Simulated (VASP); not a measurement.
# CuO (P4_2/mmc) in VASP: further runs

CuO is run at these levels: PBE; tasks: single point.

Everything below comes from runs of VASP 6.6.1. Logs are shortened: lines on timing, memory, paths and dates and some standing lists are left out, and cuts for length are marked.

**1. The cell of the first run**

The structure is tetragonal, space group P4_2/mmc (No. 131). Conventional cell: a = 3.399 Å, b = 3.399 Å, c = 4.232 Å, α = 90.00°, β = 90.00°, γ = 90.00°. Within 2.7 Å of Cu (site symmetry mmm) lie 4 O at 2.00 Å. O (site symmetry -4m2) has 4 Cu at 2.00 Å and 2 O at 2.12 Å within 2.7 Å.

**2. Single point, PBE (volume scaled by 0.98)**

Contents of INCAR:

```
SYSTEM = CuO
PREC = Accurate ; ENCUT = 520
EDIFF = 1E-6 ; ISMEAR = -1
SIGMA = 0.05 ; LREAL = .False.
LASPH = .True. ; NELM = 60
ALGO = Normal ; ISIF = 2
LWAVE = .False. ; LCHARG = .True.
GGA = PE ; LELF = .True.
LVHAR = .True. ; NBANDS = 25
```

Contents of KPOINTS:

```
Automatic mesh
0
Gamma
  8 8 6
  0 0 0
```

Contents of POSCAR:

```
CuO
1.0
    3.3990834929      0.0000000000      0.0000000000
    0.0000000000      3.3990834929      0.0000000000
    0.0000000000      0.0000000000      4.2318669172
Cu O
2 2
Direct
    0.0000000000      0.5000000000      0.0000000000
    0.5000000000      0.0000000000      0.5000000000
    0.0000000000      0.0000000000      0.2500000000
    0.0000000000      0.0000000000      0.7500000000
```

Potentials or basis: VASP PAW PBE potentials, release 64 (Cu, O).

Run with:

```
> cat potpaw_PBE.64/Cu/POTCAR potpaw_PBE.64/O/POTCAR > POTCAR
> mpirun -np 1 vasp_std > vasp.out
```

OUTCAR:

```text
SYSTEM = CuO
   PREC = Accurate
   ENCUT = 520
   EDIFF = 1E-6
   ISMEAR = -1
   LREAL = .False.
   LASPH = .True.
   NELM = 60
   ISIF = 2
   GGA = PE

 ion  position               nearest neighbor table
   1  0.000  0.500  0.000-   3 2.00   4 2.00   3 2.00   4 2.00
   2  0.500  0.000  0.500-   3 2.00   4 2.00   3 2.00   4 2.00
   3  0.000  0.000  0.250-   1 2.00   2 2.00   1 2.00   2 2.00
   4  0.000  0.000  0.750-   1 2.00   2 2.00   1 2.00   2 2.00

  LATTYP: Found a simple tetragonal cell.
 ALAT       =     3.3990834929
 C/A-ratio  =     1.2450023443

  Lattice vectors:

 A1 = (   3.3990834929,   0.0000000000,   0.0000000000)
 A2 = (   0.0000000000,   3.3990834929,   0.0000000000)
 A3 = (   0.0000000000,   0.0000000000,   4.2318669172)

Analysis of symmetry for initial positions (statically):
=====================================================================
 Subroutine PRICEL returns:
 Original cell was already a primitive cell.

 Routine SETGRP: Setting up the symmetry group for a
 simple tetragonal supercell.

 Subroutine GETGRP returns: Found 16 space group operations
 (whereof  8 operations were pure point group operations)
 out of a pool of 16 trial point group operations.

The static configuration has the point symmetry D_2h.
 The point group associated with its full space group is D_4h.

Analysis of symmetry for dynamics (positions and initial velocities):
=====================================================================
 Subroutine PRICEL returns:
 Original cell was already a primitive cell.

 Routine SETGRP: Setting up the symmetry group for a
 simple tetragonal supercell.

 Subroutine GETGRP returns: Found 16 space group operations
 (whereof  8 operations were pure point group operations)
 out of a pool of 16 trial point group operations.

The dynamic configuration has the point symmetry D_2h.
 The point group associated with its full space group is D_4h.

 Subroutine INISYM returns: Found 16 space group operations
 (whereof  8 operations are pure point group operations),
 and found     1 'primitive' translations

----------------------------------------------------------------------------------------

                                     Primitive cell

  volume of cell :      48.8940

  direct lattice vectors                    reciprocal lattice vectors
     3.399083493  0.000000000  0.000000000     0.294196951  0.000000000  0.000000000
     0.000000000  3.399083493  0.000000000     0.000000000  0.294196951  0.000000000
     0.000000000  0.000000000  4.231866917     0.000000000  0.000000000  0.236302327

  length of vectors
     3.399083493  3.399083493  4.231866917     0.294196951  0.294196951  0.236302327

  position of ions in fractional coordinates (direct lattice)
     0.000000000  0.500000000  0.000000000
     0.500000000  0.000000000  0.500000000
     0.000000000  0.000000000  0.250000000
     0.000000000  0.000000000  0.750000000

  ion indices of the primitive-cell ions
   primitive index   ion index
                 1           1
                 2           2
                 3           3
                 4           4

----------------------------------------------------------------------------------------

 KPOINTS: Automatic mesh

Automatic generation of k-mesh.
 Grid dimensions read from file:
 generate k-points for:    8    8    6

 Generating k-lattice:

  Cartesian coordinates                     Fractional coordinates (reciprocal lattice)
     0.036774619  0.000000000  0.000000000     0.125000000  0.000000000  0.000000000
     0.000000000  0.036774619  0.000000000     0.000000000  0.125000000  0.000000000
     0.000000000  0.000000000  0.039383721     0.000000000  0.000000000  0.166666667

  Length of vectors
     0.036774619  0.036774619  0.039383721

  Shift w.r.t. Gamma in fractional coordinates (k-lattice)
     0.000000000  0.000000000  0.000000000

 Subroutine IBZKPT returns following result:
 ===========================================

 Found     60 irreducible k-points:

 Following reciprocal coordinates:
            Coordinates               Weight
  0.000000  0.000000  0.000000      1.000000
  0.125000  0.000000  0.000000      4.000000
  0.250000  0.000000  0.000000      4.000000
  0.375000  0.000000  0.000000      4.000000
  0.500000  0.000000  0.000000      2.000000
  0.125000  0.125000  0.000000      4.000000
[... 16 lines left out ...]
  0.375000  0.125000  0.166667     16.000000
  0.500000  0.125000  0.166667      8.000000
 [... further k-points ...]
   k-points           NKPTS =     60   k-points in BZ     NKDIM =     60   number of bands    NBANDS=     25
   number of dos      NEDOS =    301   number of ions     NIONS =      4
   total plane-waves  NPLWV =  25088
   dimension x,y,z NGX =    28 NGY =   28 NGZ =   32
   dimension x,y,z NGXF=    56 NGYF=   56 NGZF=   64
   ions per type =               2   2
   NGX,Y,Z   is equivalent  to a cutoff of  13.69, 13.69, 12.57 a.u.
   NGXF,Y,Z  is equivalent  to a cutoff of  27.39, 27.39, 25.14 a.u.
 SYSTEM =  CuO
   PREC   = accura    normal or accurate (medium, high low for compatibility)
   ISTART =      0    job   : 0-new  1-cont  2-samecut
   ICHARG =      2    charge: 1-file 2-atom 10-const
   ISPIN  =      1    spin polarized calculation?
   LNONCOLLINEAR =      F non collinear calculations
   LSORBIT =      F    spin-orbit coupling
   LASPH  =      T    aspherical Exc in radial PAW
   ENCUT  =  520.0 eV  38.22 Ry    6.18 a.u.   6.32  6.32  7.87*2*pi/ulx,y,z
   NELM   =     60;   NELMIN=  2; NELMDL= -5     # of ELM steps
   EDIFF  = 0.1E-05   stopping-criterion for ELM
   LREAL  =      F    real-space projection
   EDIFFG = 0.1E-04   stopping-criterion for IOM
   NSW    =      0    number of steps for IOM
   IBRION =     -1    ionic relax: 0-MD 1-quasi-New 2-CG
   NFREE  =      0    steps in history (QN), initial steepest desc. (CG)
   ISIF   =      2    stress and relaxation
   ISYM   =      2    0-nonsym 1-usesym 2-fastsym
   POTIM  = 0.5000    time-step for ionic-motion
   TEBEG  =    0.0;   TEEND  =   0.0 temperature during run
   PSTRESS=    0.0 pullay stress
   NELECT =      34.0000    total number of electrons
   NUPDOWN=      -1.0000    fix difference up-down
   EMIN   =  10.00;   EMAX   =-10.00  energy-range for DOS
   EFERMI =   0.00;   METHOD = LEGACY
   ISMEAR =    -1;   SIGMA  =   0.05  broadening in eV -4-tet -1-fermi 0-gaus
   EFERMI_NEDOS =   21; number of points for ismear=-14 and -15
   IALGO  =     38    algorithm
   IMIX   =      4    mixing-type and parameters
     AMIX     =   0.40;   BMIX     =  1.00
     AMIX_MAG =   1.60;   BMIX_MAG =  1.00
  volume/ion in A,a.u.               =      12.22        82.49
  Fermi-wavevector in a.u.,A,eV,Ry     =   1.450383  2.740826 28.621347  2.103610
  Thomas-Fermi vector in A             =   2.568001
   LORBIT       =      0    0 simple, 1 ext, 2 COOP (PROOUT), +10 PAW based schemes
   GGA     = PE    functional components
   LHFCALC =     F    Hartree Fock is set to
   AEXX    =    0.0000 exact exchange contribution
   IVDW    =     0    specifies the selected vdW correction
   LEPSILON=     F    determine dielectric tensor
   LRPA    =     F    only Hartree local field effects (RPA)
 non-spin polarized calculation
  energy-cutoff  :      520.00
  volume of cell :       48.89
 maximum number of plane-waves:      1334
 NGX is ok and might be reduce to    28
   NGX = 13   NGY = 13   NGZ = 15

 number of electron      34.0000017 magnetization

 Free energy of the ion-electron system (eV)
  ---------------------------------------------------
  ext. energy  EPLUGINS =         0.00000000
  ---------------------------------------------------
  free energy    TOTEN  =       -18.29210488 eV

  energy without entropy =      -18.27274726  energy(sigma->0) =      -18.28242607

 E-fermi :   4.2337     XC(G=0): -10.7447

 val. band max:        4.2252878701   @ k =   0.2500   0.1250   0.3333
 cond. band min:       4.2348292819   @ k =   0.2500   0.1250   0.1667
 fundamental gap:      0.0095414119
 Fermi energy:         4.2337384481

 k-point     1 :       0.0000    0.0000    0.0000
  band No.  band energies     occupation
      1     -16.0160      2.00000
      2     -13.1303      2.00000
      3      -3.8369      2.00000
      4      -1.1326      2.00000
      5      -1.1326      2.00000
      6      -0.5905      2.00000
[... 17 lines left out ...]
     24      15.5579      0.00000
     25      17.5681      0.00000

 k-point     2 :       0.1250    0.0000    0.0000
  band No.  band energies     occupation
      1     -15.9768      2.00000
      2     -13.1357      2.00000
      3      -3.7599      2.00000
      4      -1.1223      2.00000
      5      -1.1069      2.00000
      6      -1.0265      2.00000
[... 17 lines left out ...]
     24      15.9042      0.00000
     25      17.5205      0.00000

 k-point     3 :       0.2500    0.0000    0.0000
  band No.  band energies     occupation
      1     -15.8799      2.00000
      2     -13.1495      2.00000
      3      -3.5618      2.00000
      4      -2.0016      2.00000
      5      -1.0431      2.00000
      6      -0.7608      2.00000
[... 17 lines left out ...]
     24      16.7430      0.00000
     25      17.0629      0.00000

 k-point     4 :       0.3750    0.0000    0.0000
  band No.  band energies     occupation
      1     -15.7794      2.00000
      2     -13.1628      2.00000
      3      -3.3351      2.00000
      4      -2.6910      2.00000
      5      -0.9764      2.00000
      6      -0.8634      2.00000
[... 17 lines left out ...]
     24      15.9479      0.00000
     25      17.4532      0.00000

 k-point     5 :       0.5000    0.0000    0.0000
  band No.  band energies     occupation
      1     -15.7370      2.00000
      2     -13.1683      2.00000
      3      -3.2070      2.00000
      4      -2.9738      2.00000
      5      -0.9479      2.00000
      6      -0.9027      2.00000
[... 17 lines left out ...]
     24      14.7358      0.00000
     25      17.4833      0.00000

 k-point     6 :       0.1250    0.1250    0.0000
  band No.  band energies     occupation
      1     -15.9378      2.00000
      2     -13.1417      2.00000
      3      -3.6821      2.00000
      4      -1.2370      2.00000
      5      -1.0219      2.00000
      6      -1.0056      2.00000
[... 17 lines left out ...]
     24      16.9713      0.00000
     25      17.3166      0.00000
[... 393 lines left out ...]
 k-point    21 :       0.1250    0.1250    0.1667
  band No.  band energies     occupation
      1     -15.8000      2.00000
      2     -13.4129      2.00000
      3      -3.2018      2.00000
      4      -1.3634      2.00000
      5      -1.2397      2.00000
      6      -0.8172      2.00000
[... 17 lines left out ...]
     24      15.9471      0.00000
     25      17.4264      0.00000

 k-point    22 :       0.2500    0.1250    0.1667
  band No.  band energies     occupation
      1     -15.7080      2.00000
      2     -13.4119      2.00000
      3      -3.0279      2.00000
      4      -1.9070      2.00000
      5      -1.3194      2.00000
      6      -0.7359      2.00000
[... 17 lines left out ...]
     24      15.6498      0.00000
     25      17.9400      0.00000

 k-point    23 :       0.3750    0.1250    0.1667
  band No.  band energies     occupation
      1     -15.6134      2.00000
      2     -13.4102      2.00000
      3      -2.8330      2.00000
      4      -2.5138      2.00000
      5      -1.3684      2.00000
      6      -0.5999      2.00000
[... 17 lines left out ...]
     24      15.6308      0.00000
     25      18.0079      0.00000

 k-point    24 :       0.5000    0.1250    0.1667
  band No.  band energies     occupation
      1     -15.5734      2.00000
      2     -13.4092      2.00000
      3      -2.7936      2.00000
      4      -2.6954      2.00000
      5      -1.3873      2.00000
      6      -0.5605      2.00000
[... 17 lines left out ...]
     24      15.5604      0.00000
     25      18.4498      0.00000

 [... further k-points ...]
[... 5 lines left out ...]
  --------------------------------------------------------------------------------------
  -------------------------------------------------------------------------------------
  Total       -3.7480950     -3.7480950      7.6279107     -0.0000000      0.0000000      0.0000000
  in kB     -122.8189850   -122.8189850    249.9542445     -0.0000000      0.0000000      0.0000000
  external PRESSURE =       1.4387581 kB  Pullay stress =       0.0000000 kB

 VOLUME and BASIS-vectors are now :
 -----------------------------------------------------------------------------
  energy-cutoff  :      520.00
  volume of cell :       48.89
      direct lattice vectors                 reciprocal lattice vectors
     3.399083493  0.000000000  0.000000000     0.294196951  0.000000000  0.000000000
     0.000000000  3.399083493  0.000000000     0.000000000  0.294196951  0.000000000
     0.000000000  0.000000000  4.231866917     0.000000000  0.000000000  0.236302327

 POSITION                                       TOTAL-FORCE (eV/Angst)
 -----------------------------------------------------------------------------------
      0.00000      1.69954      0.00000         0.000000      0.000000     -0.000000
      1.69954      0.00000      2.11593         0.000000      0.000000     -0.000000
      0.00000      0.00000      1.05797         0.000000      0.000000      0.000000
      0.00000      0.00000      3.17390        -0.000000     -0.000000     -0.000000
 -----------------------------------------------------------------------------------
    total drift:                                0.000000      0.000000      0.000000

  FREE ENERGIE OF THE ION-ELECTRON SYSTEM (eV)
  ---------------------------------------------------
  free  energy   TOTEN  =       -18.2921048768 eV

  energy  without entropy=      -18.2727472581  energy(sigma->0) =      -18.28242607
```

Wall time 29 s (1 thread of Intel Xeon 6975P-C (Granite Rapids), shared host); peak memory 0.2 GiB.

What came out:

- Free energy: -18.2921 eV
- Pressure: 0.1 GPa
- Band gap on the k mesh: zero (band 17 reaches 4.89 eV, above the bottom of band 18 at 3.07 eV)

Caveat: semilocal functionals often make such compounds metallic where correlation or magnetic order opens a gap, which also shifts bond lengths.

(Part 1 of 2 ends here.)
